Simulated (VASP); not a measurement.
Set up this calculation in VASP 6.6.1, as the native input.

- Task: single point
- Functional: PBE
- Potentials or basis: VASP PAW PBE potentials, release 64 (Si, C)
- Cutoff: 520 eV
- k mesh: 6 × 6 × 4
- Occupations: gaussian, width 0.01 eV
- Spin: no spin polarisation
- Dipole correction: no
- Further INCAR settings: ALGO = Normal; EDIFF = 1e-06; NBANDS = 16

The structure of SiC lies in POSCAR:

```
SiC
1.0
    3.0753564098      0.0000000000      0.0000000000
   -1.5376782049      2.6633367766      0.0000000000
    0.0000000000      0.0000000000      5.0481087265
Si C
2 2
Direct
    0.3333333333      0.6666666667      0.4995917736
    0.6666666667      0.3333333333      0.9995917736
    0.3333333333      0.6666666667      0.8754082264
    0.6666666667      0.3333333333      0.3754082264
```

One way to write it, as run:

INCAR

```
SYSTEM = SiC
ALGO = Normal ; EDIFF = 1E-6
ENCUT = 520 ; GGA = PE
ISIF = 2 ; ISMEAR = 0
LASPH = .True. ; LCHARG = .True.
LELF = .True. ; LREAL = .False.
LVHAR = .True. ; LWAVE = .False.
NBANDS = 16 ; NELM = 100
PREC = Accurate ; SIGMA = 0.01
```

KPOINTS

```
k-points
0
Gamma
  6 6 4
  0 0 0
```

Potentials or basis: VASP PAW PBE potentials, release 64 (Si, C).

Launch:

```sh
$ cat potpaw_PBE.64/Si/POTCAR potpaw_PBE.64/C/POTCAR > POTCAR
$ mpirun -np 1 vasp_std > vasp.out
```

Results of the run:

* Pressure: 3.5 GPa
* Largest force: 0.004 eV/Å
* Band gap on the k mesh: 2.27 eV, indirect (least direct gap 3.97 eV)

Wall time 10 s on 1 thread of Intel(R) Xeon(R) Platinum 8488C (Sapphire Rapids), with other jobs on the host, peak memory 0.15 GiB.
